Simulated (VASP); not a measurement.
Crystal: MgO.

```
Mg O
1.0
     4.25359    4.25359    4.25359
    -4.25359    4.25359   -4.25359
    -4.25359   -4.25359    4.25359
Mg O
16 16
Cartesian
  -4.2856 2.1199 2.1454
  -0.0057 4.2319 0.0142
  -2.1074 2.1304 4.2579
  0.0119 2.2024 2.1867
  2.1695 4.2208 2.0549
  -4.3140 -2.0541 2.1575
  0.0339 0.0323 4.2775
  2.1079 2.1603 4.2660
  0.0566 -0.0644 0.0196
  -2.1396 -2.1182 4.2536
  -2.0799 4.2311 2.1237
  -4.3099 2.1244 -2.0637
  -2.1821 4.1972 -2.0875
  -4.1827 -0.0318 0.0403
  -2.1224 2.1272 0.0233
  -2.1220 -0.0308 2.0663
  2.0711 2.0850 2.1471
  -2.0719 4.2992 0.0013
  0.0264 6.4248 -0.0484
  -2.1050 2.1401 2.1396
  0.0233 4.3293 2.1464
  -2.1378 2.1722 -2.1301
  -2.1618 -0.0050 4.1806
  -0.0074 2.1839 4.2303
  -2.1618 -0.0264 0.0424
  0.0057 2.1369 -0.0403
  -0.0214 -0.0280 6.3377
  -2.1162 -2.1023 2.1443
  -0.0109 -0.0252 2.1936
  -6.3786 0.0158 0.0070
  -4.2609 2.1079 -0.0229
  -4.2528 -0.0170 2.0902
```

| Quantity | Value |
| --- | --- |
| Program | VASP 6.6.1 |
| Task | relaxation of the atoms |
| Functional | PBE |
| Potentials or basis | VASP PAW PBE potentials, release 64 (Mg, O) |
| Cutoff | 520 eV |
| k mesh | 2 × 2 × 2, shifted |
| Occupations | gaussian, width 0.02 eV |
| Spin | no spin polarisation |

At the start: pressure 0.2 GPa; volume 9.62 Å³/atom.

Task: Where does the relaxation end?

Result: Over 8 steps the energy falls by 19.6 meV/atom at a fixed cell; space group P1 (No. 1, to 0.1 Å) before, Fm-3m (No. 225, to 0.1 Å).

The path:
```csv
step,energy change (eV),largest force (eV/Å),pressure (GPa)
1,0.0000,1.1732,0.24
2,-0.4785,0.5495,-0.48
3,-0.5329,0.5362,-0.60
4,-0.6060,0.1544,-0.69
5,-0.6104,0.1669,-0.70
6,-0.6235,0.0927,-0.74
7,-0.6262,0.0601,-0.75
8,-0.6278,0.0248,-0.75
```

Final structure:
```
Mg O
1.0
     4.25359    4.25359    4.25359
    -4.25359    4.25359   -4.25359
    -4.25359   -4.25359    4.25359
Mg O
16 16
Direct
  0.50070 0.75062 0.75022
  0.50092 0.50066 0.00014
  0.75099 0.50082 0.75028
  0.50099 0.25047 0.25036
  0.75086 0.25061 0.00050
  0.00086 0.25072 0.75036
  0.50080 0.00026 0.50045
  0.75123 0.00061 0.25040
  0.00052 0.00034 0.00031
  0.25062 0.00062 0.75057
  0.75070 0.75054 0.50016
  0.00105 0.75011 0.25035
  0.25088 0.75056 0.00050
  0.00106 0.50039 0.50055
  0.25090 0.49997 0.25017
  0.25093 0.24994 0.50028
  0.50091 0.00068 0.00048
  0.50079 0.75043 0.25038
  0.75080 0.75043 0.00038
  0.50078 0.50029 0.50028
  0.75093 0.50047 0.25044
  0.00089 0.50037 0.00044
  0.50095 0.25029 0.75025
  0.75116 0.25056 0.50042
  0.00086 0.25013 0.25030
  0.25086 0.25048 0.00032
  0.75082 0.00047 0.75036
  0.00092 0.00034 0.50042
  0.25097 0.00022 0.25032
  0.00059 0.75048 0.75044
  0.25080 0.75019 0.50044
  0.25094 0.50047 0.75046
```
